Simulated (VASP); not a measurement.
Here is a VASP 6.6.1 calculation.

The input INCAR:

```
SYSTEM = KI
ALGO = Normal ; EDIFF = 1E-6
ENCUT = 520 ; GGA = PE
ISIF = 2 ; ISMEAR = 0
LASPH = .True. ; LCHARG = .False.
LREAL = .False. ; LWAVE = .False.
NBANDS = 51 ; NELM = 100
PREC = Accurate ; SIGMA = 0.02
```

File KPOINTS:

```
k-points
0
Gamma
  6 6 2
  0 0 0
```

POSCAR

```
KI
1.0
    5.0114997474      0.0000000000      0.0000000000
   -2.5057498737      4.3400860923      0.0000000000
    0.0000000000      0.0000000000     21.4050754831
K I
5 5
Direct
    0.0000000000      0.0000000000      0.0036804199
    0.3333333333      0.6666666667      0.2000000000
    0.6666666667      0.3333333333      0.3963195801
    0.0000000000      0.0000000000      0.5972167464
    0.6666666667      0.3333333333      0.8027832536
    0.6666666667      0.3333333333      0.1018405975
    0.0000000000      0.0000000000      0.2981594025
    0.3333333333      0.6666666667      0.4947551974
    0.3333333333      0.6666666667      0.7000000000
    0.3333333333      0.6666666667      0.9052448026
```

Potentials or basis: VASP PAW PBE potentials, release 64 (K_sv, I).

Launch:

```console
$ cat potpaw_PBE.64/K_sv/POTCAR potpaw_PBE.64/I/POTCAR > POTCAR
$ mpirun -np 1 vasp_std > vasp.out
```

(1) What does it give for the band gap on the k mesh?

(2) Predict the pressure.

Results:

(1) 3.69 eV, direct.

(2) 0.0 GPa.

Caveat: spin-orbit coupling is left out, which moves the levels of the heavy elements.
